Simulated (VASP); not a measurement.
# Pt (P6_3/mmc) in VASP: a series of runs, part 2 of 2

VASP 6.6.1. The steps go on from the part before.

### Step 3. Single point, r2SCAN (13.52 Å³/atom)

This run uses another cell than the first one, of 13.52 Å³/atom.

POSCAR

```
Pt
1.0
    2.6494404138      0.0000000000      0.0000000000
   -1.3247202069      2.2944827041      0.0000000000
    0.0000000000      0.0000000000      8.8936763802
Pt
4
Direct
    1.0000000000      1.0000000000      0.0000000000
    1.0000000000      1.0000000000      0.5000000000
    0.3333333333      0.6666666667      0.2500000000
    0.6666666667      0.3333333333      0.7500000000
```

INCAR.step1

```
PREC = Accurate
ENCUT = 550
ISMEAR = -1
SIGMA = 0.1
LREAL = F
LASPH = T
NELM = 120
NBANDS = 28
GGA = PE
ALGO = Normal
EDIFF = 1E-5
LWAVE = T
LCHARG = F
GGA_COMPAT = F
```

INCAR.step2

```
PREC = Accurate
ENCUT = 550
EDIFF = 1E-6
ISMEAR = -1
SIGMA = 0.1
LREAL = F
LASPH = T
NELM = 120
ALGO = Normal
ISIF = 2
LWAVE = F
LCHARG = T
METAGGA = R2SCAN
LMIXTAU = T
LELF = T
LVHAR = T
NBANDS = 28
ISTART = 1
GGA_COMPAT = F
```

KPOINTS

```
regular mesh
0
Gamma
  15 15 4
```

Potentials or basis: VASP PAW PBE potentials, release 64 (Pt).

Command:

```bash
$ cat potpaw_PBE.64/Pt/POTCAR > POTCAR
$ cp INCAR.step1 INCAR
$ mpirun -np 1 vasp_std > vasp.out
$ cp INCAR.step2 INCAR
$ mpirun -np 1 vasp_std > vasp.out
```

Run time: 9.7 min. Hardware: 1 thread of Intel Xeon 8259CL, shared host; peak memory 0.24 GiB.

It converged, with:

```
Free energy            : -204.9593 eV
Pressure               : 49.8 GPa
Band gap on the k mesh : zero (bands 20 and 21 overlap by 1.75 eV)
```

Stress tensor (GPa, compression positive):
```
50.67  0.00  0.00
 0.00 50.67  0.00
 0.00  0.00 48.16
```

Levels at points of the mesh, in eV from the Fermi level:
```tsv
k point	band 18	band 19	band 20	band 21	band 22	band 23
(0.00, 0.00, 0.00)	-1.72	-1.72	-1.17	-1.17	-1.05	-0.18
(0.00, 0.00, 0.50)	-2.14	-2.14	-2.14	-0.61	-0.61	-0.61
```

Caveat: the cell stands under pressure; the PAW data sets were made with another functional, which shifts forces and pressure a little; spin-orbit coupling is left out, which moves the levels of the heavy elements.

### Step 4. Single point, r2SCAN (14.13 Å³/atom)

This run uses another cell than the first one, of 14.13 Å³/atom.

POSCAR

```
Pt
1.0
    2.6889901314      0.0000000000      0.0000000000
   -1.3444950657      2.3287337643      0.0000000000
    0.0000000000      0.0000000000      9.0264373917
Pt
4
Direct
    1.0000000000      1.0000000000      0.0000000000
    1.0000000000      1.0000000000      0.5000000000
    0.3333333333      0.6666666667      0.2500000000
    0.6666666667      0.3333333333      0.7500000000
```

INCAR.step1

```
SYSTEM = Pt
ALGO = Normal
EDIFF = 1E-5
ENCUT = 550
GGA = PE
GGA_COMPAT = .FALSE.
ISMEAR = -1
LASPH = .TRUE.
LCHARG = .FALSE.
LREAL = .FALSE.
LWAVE = .TRUE.
NBANDS = 28
NELM = 120
PREC = Accurate
SIGMA = 0.1
```

INCAR.step2

```
SYSTEM = Pt
ALGO = Normal
EDIFF = 1E-6
ENCUT = 550
GGA_COMPAT = .FALSE.
ISIF = 2
ISMEAR = -1
ISTART = 1
LASPH = .TRUE.
LCHARG = .FALSE.
LMIXTAU = .TRUE.
LREAL = .FALSE.
LWAVE = .FALSE.
METAGGA = R2SCAN
NBANDS = 28
NELM = 120
PREC = Accurate
SIGMA = 0.1
```

KPOINTS

```
k-points
0
G
  15 15 4
  0 0 0
```

Command:

```bash
$ cat potpaw_PBE.64/Pt/POTCAR > POTCAR
$ cp INCAR.step1 INCAR
$ mpirun -np 1 vasp_std > vasp.out
$ cp INCAR.step2 INCAR
$ mpirun -np 1 vasp_std > vasp.out
```

Wall time 11 min (1 thread of Intel Xeon 8259CL, shared host); peak memory 0.27 GiB.

The run converged. Its results:

- Free energy: -205.5589 eV
- Pressure: 29.1 GPa
- Band gap on the k mesh: zero (bands 20 and 21 overlap by 1.62 eV)

Stress tensor (GPa, compression positive):
```
29.59  0.00  0.00
 0.00 29.59  0.00
 0.00  0.00 28.18
```

Levels at points of the mesh, in eV from the Fermi level:
```csv
k point,band 17,band 18,band 19,band 20,band 21,band 22,band 23,band 24
"(0.00, 0.00, 0.00)",-2.32,-1.60,-1.60,-1.09,-1.09,-0.84,-0.18,-0.18
"(0.00, 0.00, 0.50)",-1.99,-1.99,-1.99,-1.99,-0.57,-0.57,-0.57,-0.57
```

Caveat: the cell stands under pressure; the PAW data sets were made with another functional, which shifts forces and pressure a little; spin-orbit coupling is left out, which moves the levels of the heavy elements.

### Step 5. Single point, r2SCAN (14.75 Å³/atom)

This run uses another cell than the first one, of 14.75 Å³/atom.

POSCAR

```
Pt
1.0
    2.7274094667      0.0000000000      0.0000000000
   -1.3637047334      2.3620058847      0.0000000000
    0.0000000000      0.0000000000      9.1554039213
Pt
4
Direct
    1.0000000000      1.0000000000      0.0000000000
    1.0000000000      1.0000000000      0.5000000000
    0.3333333333      0.6666666667      0.2500000000
    0.6666666667      0.3333333333      0.7500000000
```

INCAR.step1

```
SYSTEM = Pt
PREC     = Accurate       ! precision mode
ENCUT    = 550            ! plane-wave cutoff, eV
ISMEAR   = -1             ! smearing method
SIGMA    = 0.1            ! smearing width, eV
LREAL    = .FALSE.        ! projectors in reciprocal space
LASPH    = .TRUE.         ! aspherical terms in the spheres
NELM     = 120            ! most SCF steps
NBANDS   = 28             ! bands
GGA      = PE             ! functional
ALGO     = Normal         ! electronic algorithm
EDIFF    = 1E-5           ! SCF threshold, eV
LWAVE    = .TRUE.         ! write WAVECAR
LCHARG   = .FALSE.        ! write CHGCAR
GGA_COMPAT= .FALSE.
```

INCAR.step2

```
SYSTEM = Pt
PREC     = Accurate       ! precision mode
ENCUT    = 550            ! plane-wave cutoff, eV
EDIFF    = 1E-6           ! SCF threshold, eV
ISMEAR   = -1             ! smearing method
SIGMA    = 0.1            ! smearing width, eV
LREAL    = .FALSE.        ! projectors in reciprocal space
LASPH    = .TRUE.         ! aspherical terms in the spheres
NELM     = 120            ! most SCF steps
ALGO     = Normal         ! electronic algorithm
ISIF     = 2              ! what is computed and relaxed
LWAVE    = .FALSE.        ! write WAVECAR
LCHARG   = .FALSE.        ! write CHGCAR
METAGGA  = R2SCAN         ! meta-GGA
LMIXTAU  = .TRUE.       
NBANDS   = 28             ! bands
ISTART   = 1            
GGA_COMPAT= .FALSE.
```

KPOINTS

```
Automatic mesh
0
G
  15 15 4
  0 0 0
```

Command:

```bash
$ cat potpaw_PBE.64/Pt/POTCAR > POTCAR
$ cp INCAR.step1 INCAR
$ mpirun -np 1 vasp_std > vasp.out
$ cp INCAR.step2 INCAR
$ mpirun -np 1 vasp_std > vasp.out
```

It took 13 min on 1 thread of Intel Xeon 8259CL, shared host; peak memory 0.27 GiB.

It converged, with:

```yaml
Free_energy: -205.8781 eV
Pressure: 13.1 GPa
Band_gap_on_the_k_mesh: zero (bands 20 and 21 overlap by 1.51 eV)
```

Stress tensor (GPa, compression positive):
```
13.27  0.00  0.00
 0.00 13.27  0.00
 0.00  0.00 12.73
```

Levels at points of the mesh, in eV from the Fermi level:
| k point | band 16 | band 17 | band 18 | band 19 | band 20 | band 21 | band 22 | band 23 | band 24 | band 25 |
| --- | --- | --- | --- | --- | --- | --- | --- | --- | --- | --- |
| (0.00, 0.00, 0.00) | -2.17 | -2.17 | -1.49 | -1.49 | -1.02 | -1.02 | -0.65 | -0.17 | -0.17 | 5.88 |
| (0.00, 0.00, 0.50) | -2.70 | -1.86 | -1.86 | -1.86 | -1.86 | -0.53 | -0.53 | -0.53 | -0.53 | 8.96 |

Caveat: the cell stands under pressure; the PAW data sets were made with another functional, which shifts forces and pressure a little; spin-orbit coupling is left out, which moves the levels of the heavy elements.

### Step 6. Single point, r2SCAN (15.36 Å³/atom)

POSCAR

```
Pt
1.0
    2.7647758836      0.0000000000      0.0000000000
   -1.3823879418      2.3943661509      0.0000000000
    0.0000000000      0.0000000000      9.2808360001
Pt
4
Direct
    1.0000000000      1.0000000000      0.0000000000
    1.0000000000      1.0000000000      0.5000000000
    0.3333333333      0.6666666667      0.2500000000
    0.6666666667      0.3333333333      0.7500000000
```

INCAR.step1

```
SYSTEM = Pt
ALGO = Normal ; EDIFF = 1E-5
ENCUT = 550 ; GGA = PE
GGA_COMPAT = .False. ; ISMEAR = -1
LASPH = .True. ; LCHARG = .False.
LREAL = .False. ; LWAVE = .True.
NBANDS = 28 ; NELM = 120
PREC = Accurate ; SIGMA = 0.1
```

INCAR.step2

```
SYSTEM = Pt
ALGO = Normal ; EDIFF = 1E-6
ENCUT = 550 ; GGA_COMPAT = .False.
ISIF = 2 ; ISMEAR = -1
ISTART = 1 ; LASPH = .True.
LCHARG = .False. ; LMIXTAU = .True.
LREAL = .False. ; LWAVE = .False.
METAGGA = R2SCAN ; NBANDS = 28
NELM = 120 ; PREC = Accurate
SIGMA = 0.1
```

KPOINTS

```
k-points
0
Gamma
  15 15 4
  0 0 0
```

Potentials or basis: VASP PAW PBE potentials, release 64 (Pt).

Command:

```bash
$ cat potpaw_PBE.64/Pt/POTCAR > POTCAR
$ cp INCAR.step1 INCAR
$ mpirun -np 1 vasp_std > vasp.out
$ cp INCAR.step2 INCAR
$ mpirun -np 1 vasp_std > vasp.out
```

It took 14 min on 1 thread of Intel Xeon 8259CL, shared host; peak memory 0.27 GiB.

It converged, with:

```
Free energy            : -205.9803 eV
Pressure               : 0.7 GPa
Band gap on the k mesh : zero (bands 20 and 21 overlap by 1.40 eV)
```

Stress tensor (GPa, compression positive):
```
0.62 0.00 0.00
0.00 0.62 0.00
0.00 0.00 0.78
```

Levels at points of the mesh, in eV from the Fermi level:
| k point | band 16 | band 17 | band 18 | band 19 | band 20 | band 21 | band 22 | band 23 | band 24 | band 25 |
| --- | --- | --- | --- | --- | --- | --- | --- | --- | --- | --- |
| (0.00, 0.00, 0.00) | -2.03 | -2.03 | -1.39 | -1.39 | -0.96 | -0.96 | -0.46 | -0.16 | -0.16 | 5.57 |
| (0.00, 0.00, 0.50) | -2.49 | -1.74 | -1.74 | -1.74 | -1.74 | -0.50 | -0.50 | -0.50 | -0.50 | 8.64 |

Caveat: the PAW data sets were made with another functional, which shifts forces and pressure a little; spin-orbit coupling is left out, which moves the levels of the heavy elements.

### Step 7. Summary

| cell | k mesh | gap on the mesh (eV) | pressure (GPa) |
| --- | --- | --- | --- |
| a = 2.765, b = 2.765, c = 9.281 Å, angles 90.0, 90.0, 120.0°, 4 atoms | 13 × 13 × 4 | none | 0.7 |
| a = 2.649, b = 2.649, c = 8.894 Å, angles 90.0, 90.0, 120.0°, 4 atoms | 15 × 15 × 4 | none | 49.8 |
| a = 2.689, b = 2.689, c = 9.026 Å, angles 90.0, 90.0, 120.0°, 4 atoms | 15 × 15 × 4 | none | 29.1 |
| a = 2.727, b = 2.727, c = 9.155 Å, angles 90.0, 90.0, 120.0°, 4 atoms | 15 × 15 × 4 | none | 13.1 |
| a = 2.765, b = 2.765, c = 9.281 Å, angles 90.0, 90.0, 120.0°, 4 atoms | 15 × 15 × 4 | none | 0.7 |

Alike in all rows: task single point; level r2SCAN; potentials or basis VASP PAW PBE potentials, release 64 (Pt); no spin polarisation; cutoff (eV) 550; smearing fermi-dirac 0.1 eV.

Caveats: the PAW data sets were made with another functional, which shifts forces and pressure a little; spin-orbit coupling is left out, which moves the levels of the heavy elements; the cell stands under pressure (at least some runs).

Total energies depend on the potentials used, so only differences within one code and one set of settings carry meaning.
